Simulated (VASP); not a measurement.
# NaCl (Fm-3m) in VASP: a series of runs

Runs on NaCl. Level: PBE. Tasks: single point.

All numbers are computed with VASP 6.6.1; they aren't measurements. Logs are shortened: lines on timing, memory, paths and dates and some standing lists are left out, and cuts for length are marked.

## 1. The cell of the first run

It takes space group Fm-3m (No. 225, cubic). Conventional cell: a = 5.564 Å, b = 5.564 Å, c = 5.564 Å, α = 90.00°, β = 90.00°, γ = 90.00°. Within 3.7 Å of Na (site symmetry m-3m) lie 6 Cl at 2.78 Å. Within 3.7 Å of Cl (site symmetry m-3m) lie 6 Na at 2.78 Å.

## 2. Single point, PBE

INCAR reads:

```
PREC = Accurate
ENCUT = 500
EDIFF = 1E-6
ISMEAR = 0
SIGMA = 0.01
LREAL = False
LASPH = True
NELM = 120
ALGO = Normal
ISIF = 2
LWAVE = False
LCHARG = True
GGA = PE
LELF = True
LVHAR = True
NBANDS = 14
GGA_COMPAT = False
```

KPOINTS reads:

```
Automatic mesh
0
Gamma
  4 4 4
```

POSCAR reads:

```
NaCl
1.0
    0.0000000000      2.7818872198      2.7818872198
    2.7818872198      0.0000000000      2.7818872198
    2.7818872198      2.7818872198      0.0000000000
Na Cl
1 1
Direct
    0.0000000000      0.0000000000      0.0000000000
    0.5000000000      0.5000000000      0.5000000000
```

Potentials or basis: VASP PAW PBE potentials, release 64 (Na_pv, Cl).

Run with:

```bash
cat potpaw_PBE.64/Na_pv/POTCAR potpaw_PBE.64/Cl/POTCAR > POTCAR
mpirun -np 1 vasp_std > vasp.out
```

OUTCAR:

```text
PREC = Accurate
   ENCUT = 500
   EDIFF = 1E-6
   ISMEAR = 0
   LREAL = False
   LASPH = True
   NELM = 120
   ISIF = 2
   GGA = PE

 ion  position               nearest neighbor table
   1  0.000  0.000  0.000-
   2  0.500  0.500  0.500-

  LATTYP: Found a face centered cubic cell.
 ALAT       =     5.5637744396

  Lattice vectors:

 A1 = (   0.0000000000,   2.7818872198,   2.7818872198)
 A2 = (   2.7818872198,   0.0000000000,   2.7818872198)
 A3 = (   2.7818872198,   2.7818872198,   0.0000000000)

Analysis of symmetry for initial positions (statically):
=====================================================================
 Subroutine PRICEL returns:
 Original cell was already a primitive cell.

 Routine SETGRP: Setting up the symmetry group for a
 face centered cubic supercell.

 Subroutine GETGRP returns: Found 48 space group operations
 (whereof 48 operations were pure point group operations)
 out of a pool of 48 trial point group operations.

The static configuration has the point symmetry O_h .

Analysis of symmetry for dynamics (positions and initial velocities):
=====================================================================
 Subroutine PRICEL returns:
 Original cell was already a primitive cell.

 Routine SETGRP: Setting up the symmetry group for a
 face centered cubic supercell.

 Subroutine GETGRP returns: Found 48 space group operations
 (whereof 48 operations were pure point group operations)
 out of a pool of 48 trial point group operations.

The dynamic configuration has the point symmetry O_h .

 Subroutine INISYM returns: Found 48 space group operations
 (whereof 48 operations are pure point group operations),
 and found     1 'primitive' translations

----------------------------------------------------------------------------------------

                                     Primitive cell

  volume of cell :      43.0575

  direct lattice vectors                    reciprocal lattice vectors
     0.000000000  2.781887220  2.781887220    -0.179734102  0.179734102  0.179734102
     2.781887220  0.000000000  2.781887220     0.179734102 -0.179734102  0.179734102
     2.781887220  2.781887220  0.000000000     0.179734102  0.179734102 -0.179734102

  length of vectors
     3.934182635  3.934182635  3.934182635     0.311308596  0.311308596  0.311308596

  position of ions in fractional coordinates (direct lattice)
     0.000000000  0.000000000  0.000000000
     0.500000000  0.500000000  0.500000000

  ion indices of the primitive-cell ions
   primitive index   ion index
                 1           1
                 2           2

----------------------------------------------------------------------------------------

 KPOINTS: Automatic mesh

Automatic generation of k-mesh.
 Grid dimensions read from file:
 generate k-points for:    4    4    4

 Generating k-lattice:

  Cartesian coordinates                     Fractional coordinates (reciprocal lattice)
    -0.044933525  0.044933525  0.044933525     0.250000000  0.000000000  0.000000000
     0.044933525 -0.044933525  0.044933525     0.000000000  0.250000000  0.000000000
     0.044933525  0.044933525 -0.044933525     0.000000000  0.000000000  0.250000000

  Length of vectors
     0.077827149  0.077827149  0.077827149

  Shift w.r.t. Gamma in fractional coordinates (k-lattice)
     0.000000000  0.000000000  0.000000000

 Subroutine IBZKPT returns following result:
 ===========================================

 Found      8 irreducible k-points:

 Following reciprocal coordinates:
            Coordinates               Weight
  0.000000  0.000000  0.000000      1.000000
  0.250000  0.000000  0.000000      8.000000
  0.500000  0.000000  0.000000      4.000000
  0.250000  0.250000  0.000000      6.000000
  0.500000  0.250000  0.000000     24.000000
 -0.250000  0.250000  0.000000     12.000000
  0.500000  0.500000  0.000000      3.000000
 -0.250000  0.500000  0.250000      6.000000
   k-points           NKPTS =      8   k-points in BZ     NKDIM =      8   number of bands    NBANDS=     14
   number of dos      NEDOS =    301   number of ions     NIONS =      2
   total plane-waves  NPLWV =  27000
   dimension x,y,z NGX =    30 NGY =   30 NGZ =   30
   dimension x,y,z NGXF=    60 NGYF=   60 NGZF=   60
   ions per type =               1   1
   NGX,Y,Z   is equivalent  to a cutoff of  12.68, 12.68, 12.68 a.u.
   NGXF,Y,Z  is equivalent  to a cutoff of  25.35, 25.35, 25.35 a.u.
 SYSTEM =  unknown system
   PREC   = accura    normal or accurate (medium, high low for compatibility)
   ISTART =      0    job   : 0-new  1-cont  2-samecut
   ICHARG =      2    charge: 1-file 2-atom 10-const
   ISPIN  =      1    spin polarized calculation?
   LNONCOLLINEAR =      F non collinear calculations
   LSORBIT =      F    spin-orbit coupling
   LASPH  =      T    aspherical Exc in radial PAW
   ENCUT  =  500.0 eV  36.75 Ry    6.06 a.u.   7.17  7.17  7.17*2*pi/ulx,y,z
   NELM   =    120;   NELMIN=  2; NELMDL= -5     # of ELM steps
   EDIFF  = 0.1E-05   stopping-criterion for ELM
   LREAL  =      F    real-space projection
   EDIFFG = 0.1E-04   stopping-criterion for IOM
   NSW    =      0    number of steps for IOM
   IBRION =     -1    ionic relax: 0-MD 1-quasi-New 2-CG
   NFREE  =      0    steps in history (QN), initial steepest desc. (CG)
   ISIF   =      2    stress and relaxation
   ISYM   =      2    0-nonsym 1-usesym 2-fastsym
   POTIM  = 0.5000    time-step for ionic-motion
   TEBEG  =    0.0;   TEEND  =   0.0 temperature during run
   PSTRESS=    0.0 pullay stress
   NELECT =      14.0000    total number of electrons
   NUPDOWN=      -1.0000    fix difference up-down
   EMIN   =  10.00;   EMAX   =-10.00  energy-range for DOS
   EFERMI =   0.00;   METHOD = LEGACY
   ISMEAR =     0;   SIGMA  =   0.01  broadening in eV -4-tet -1-fermi 0-gaus
   EFERMI_NEDOS =   21; number of points for ismear=-14 and -15
   IALGO  =     38    algorithm
   IMIX   =      4    mixing-type and parameters
     AMIX     =   0.40;   BMIX     =  1.00
     AMIX_MAG =   1.60;   BMIX_MAG =  1.00
  volume/ion in A,a.u.               =      21.53       145.28
  Fermi-wavevector in a.u.,A,eV,Ry     =   1.125731  2.127323 17.242262  1.267270
  Thomas-Fermi vector in A             =   2.262410
   LORBIT       =      0    0 simple, 1 ext, 2 COOP (PROOUT), +10 PAW based schemes
   GGA     = PE    functional components
   LHFCALC =     F    Hartree Fock is set to
   AEXX    =    0.0000 exact exchange contribution
   IVDW    =     0    specifies the selected vdW correction
   LEPSILON=     F    determine dielectric tensor
   LRPA    =     F    only Hartree local field effects (RPA)
 non-spin polarized calculation
 Gauss-broadening in eV      SIGMA  =   0.01
  energy-cutoff  :      500.00
  volume of cell :       43.06
 maximum number of plane-waves:      1106
 NGX is ok and might be reduce to    30
   NGX = 15   NGY = 15   NGZ = 15

 number of electron      14.0000010 magnetization

 Free energy of the ion-electron system (eV)
  ---------------------------------------------------
  ext. energy  EPLUGINS =         0.00000000
  ---------------------------------------------------
  free energy    TOTEN  =        -6.75738435 eV

  energy without entropy =       -6.75738435  energy(sigma->0) =       -6.75738435

 E-fermi :  -0.4311     XC(G=0):  -8.3414

 val. band max:       -0.4861247003   @ k =   0.0000   0.0000   0.0000
 cond. band min:       4.7815334245   @ k =   0.0000   0.0000   0.0000
 fundamental gap:      5.2676581248
 Fermi energy:        -0.4310604944

 k-point     1 :       0.0000    0.0000    0.0000
  band No.  band energies     occupation
      1     -21.2330      2.00000
      2     -21.2330      2.00000
      3     -21.2330      2.00000
      4     -13.2406      2.00000
      5      -0.4861      2.00000
      6      -0.4861      2.00000
      7      -0.4861      2.00000
      8       4.7815      0.00000
      9      10.6722      0.00000
     10      10.6722      0.00000
     11      10.6722      0.00000
     12      12.8871      0.00000
     13      12.8871      0.00000
     14      14.5624      0.00000

 k-point     2 :       0.2500    0.0000    0.0000
  band No.  band energies     occupation
      1     -21.2509      2.00000
      2     -21.2343      2.00000
      3     -21.2343      2.00000
      4     -13.0562      2.00000
      5      -1.6531      2.00000
      6      -0.6343      2.00000
      7      -0.6343      2.00000
      8       6.2713      0.00000
      9       9.6278      0.00000
     10      10.9921      0.00000
     11      10.9921      0.00000
     12      12.8704      0.00000
     13      12.8704      0.00000
     14      15.4561      0.00000

 k-point     3 :       0.5000    0.0000    0.0000
  band No.  band energies     occupation
      1     -21.2684      2.00000
      2     -21.2355      2.00000
      3     -21.2355      2.00000
      4     -12.8597      2.00000
      5      -2.5362      2.00000
      6      -0.7732      2.00000
      7      -0.7732      2.00000
      8       6.8579      0.00000
      9      10.4760      0.00000
     10      10.5836      0.00000
     11      10.5836      0.00000
     12      14.7718      0.00000
     13      15.8550      0.00000
     14      15.8550      0.00000
[... 52 lines left out ...]
 k-point     7 :       0.5000    0.5000    0.0000
  band No.  band energies     occupation
      1     -21.2570      2.00000
      2     -21.2426      2.00000
      3     -21.2426      2.00000
      4     -12.8103      2.00000
      5      -2.2545      2.00000
      6      -1.1220      2.00000
      7      -1.1220      2.00000
      8       7.1672      0.00000
      9       7.5546      0.00000
     10      11.1277      0.00000
     11      14.6602      0.00000
     12      14.6602      0.00000
     13      14.9386      0.00000
     14      16.7213      0.00000

 k-point     8 :      -0.2500    0.5000    0.2500
  band No.  band energies     occupation
      1     -21.2498      2.00000
      2     -21.2498      2.00000
      3     -21.2453      2.00000
      4     -12.7899      2.00000
      5      -1.7534      2.00000
      6      -1.7534      2.00000
      7      -1.2935      2.00000
      8       8.5092      0.00000
      9       9.3235      0.00000
     10       9.3235      0.00000
     11      11.0781      0.00000
     12      15.5393      0.00000
     13      15.5393      0.00000
     14      16.0912      0.00000

------------------------ aborting loop because EDIFF is reached ----------------------------------------

  FORCE on cell =-STRESS in cart. coord.  units (eV):
  Direction    XX          YY          ZZ          XY          YZ          ZX
  --------------------------------------------------------------------------------------
  -------------------------------------------------------------------------------------
  Total        0.5199296      0.5199296      0.5199296      0.0000000      0.0000000      0.0000000
  in kB       19.3466868     19.3466868     19.3466868      0.0000000      0.0000000      0.0000000
  external PRESSURE =      19.3466868 kB  Pullay stress =       0.0000000 kB

 VOLUME and BASIS-vectors are now :
 -----------------------------------------------------------------------------
  energy-cutoff  :      500.00
  volume of cell :       43.06
      direct lattice vectors                 reciprocal lattice vectors
     0.000000000  2.781887220  2.781887220    -0.179734102  0.179734102  0.179734102
     2.781887220  0.000000000  2.781887220     0.179734102 -0.179734102  0.179734102
     2.781887220  2.781887220  0.000000000     0.179734102  0.179734102 -0.179734102

 POSITION                                       TOTAL-FORCE (eV/Angst)
 -----------------------------------------------------------------------------------
      0.00000      0.00000      0.00000        -0.000000     -0.000000     -0.000000
      2.78189      2.78189      2.78189         0.000000      0.000000      0.000000
 -----------------------------------------------------------------------------------
    total drift:                               -0.000000      0.000000      0.000000

  FREE ENERGIE OF THE ION-ELECTRON SYSTEM (eV)
  ---------------------------------------------------
  free  energy   TOTEN  =        -6.7573843460 eV

  energy  without entropy=       -6.7573843460  energy(sigma->0) =       -6.75738435
```

It took 3.9 s on 1 thread of AMD EPYC 9R45 (Zen 5), shared host; peak memory 0.12 GiB.

Results:

```
Free energy            : -6.7574 eV
Pressure               : 1.9 GPa
Band gap on the k mesh : 5.27 eV, direct
```

Caveat: the k points lie up to 0.49 Å⁻¹ apart. A hybrid or GW would open this gap; PBE tends to underestimate it.

## 3. Single point, PBE

This run uses another cell than the first one, of 22.43 Å³/atom, 1.042 times its volume.

INCAR reads:

```
SYSTEM = NaCl
PREC = Accurate
ENCUT = 500
EDIFF = 1E-6
ISMEAR = 0
SIGMA = 0.01
LREAL = .FALSE.
LASPH = .TRUE.
NELM = 120
ALGO = Normal
ISIF = 2
LWAVE = .FALSE.
LCHARG = .FALSE.
GGA = PE
NBANDS = 14
GGA_COMPAT = .FALSE.
```

KPOINTS reads:

```
Automatic mesh
0
G
  6 6 6
  0 0 0
```

POSCAR reads:

```
NaCl
1.0
    0.0000000000      2.8200000000      2.8200000000
    2.8200000000      0.0000000000      2.8200000000
    2.8200000000      2.8200000000      0.0000000000
Na Cl
1 1
Direct
    0.0000000000      0.0000000000      0.0000000000
    0.5000000000      0.5000000000      0.5000000000
```

Potentials or basis: VASP PAW PBE potentials, release 64 (Na_pv, Cl).

Run with:

```bash
cat potpaw_PBE.64/Na_pv/POTCAR potpaw_PBE.64/Cl/POTCAR > POTCAR
mpirun -np 1 vasp_std > vasp.out
```

Wall time 5.6 s (1 thread of AMD EPYC 9R45 (Zen 5), shared host); peak memory 0.13 GiB.

It converged, with:

| Quantity | Value |
| --- | --- |
| Free energy | -6.7745 eV |
| Pressure | 0.7 GPa |
| Band gap on the k mesh | 5.11 eV, direct |

Levels at points of the mesh, in eV from the valence-band top:
```tsv
k point	band 3	band 4	band 5	band 6	band 7	band 8	band 9	band 10	band 11	band 12
(0.00, 0.00, 0.00)	-20.82	-12.66	0.00	0.00	0.00	5.11	11.12	11.12	11.12	13.28
(0.50, 0.00, 0.00)	-20.82	-12.32	-1.92	-0.26	-0.26	7.27	10.62	10.97	10.97	14.99
(0.50, 0.50, 0.00)	-20.83	-12.27	-1.66	-0.60	-0.60	7.54	8.08	11.32	14.78	14.78
```

## 4. Single point, PBE

This run uses another cell than the first one, of 22.43 Å³/atom, 1.042 times its volume.

INCAR reads:

```
PREC = Accurate
ENCUT = 500
EDIFF = 1E-6
ISMEAR = 0
SIGMA = 0.01
LREAL = F
LASPH = T
NELM = 120
ALGO = Normal
ISIF = 2
LWAVE = F
LCHARG = F
GGA = PE
NBANDS = 14
GGA_COMPAT = F
```

KPOINTS reads:

```
Automatic mesh
0
Gamma
  6 6 6
```

POSCAR is that of step 3.

Run with:

```bash
cat potpaw_PBE.64/Na_pv/POTCAR potpaw_PBE.64/Cl/POTCAR > POTCAR
mpirun -np 1 vasp_std > vasp.out
```

Run time: 5.6 s. Hardware: 1 thread of AMD EPYC 9R45 (Zen 5), shared host; peak memory 0.13 GiB.

It converged, with:

| Property | Result |
| --- | --- |
| Free energy | -6.7745 eV |
| Pressure | 0.7 GPa |
| Band gap on the k mesh | 5.11 eV, direct |

Levels at points of the mesh, in eV from the valence-band top:
| k point | band 5 | band 6 | band 7 | band 8 | band 9 | band 10 |
| --- | --- | --- | --- | --- | --- | --- |
| (0.00, 0.00, 0.00) | 0.00 | 0.00 | 0.00 | 5.11 | 11.12 | 11.12 |
| (0.50, 0.00, 0.00) | -1.92 | -0.26 | -0.26 | 7.27 | 10.62 | 10.97 |
| (0.50, 0.50, 0.00) | -1.66 | -0.60 | -0.60 | 7.54 | 8.08 | 11.32 |
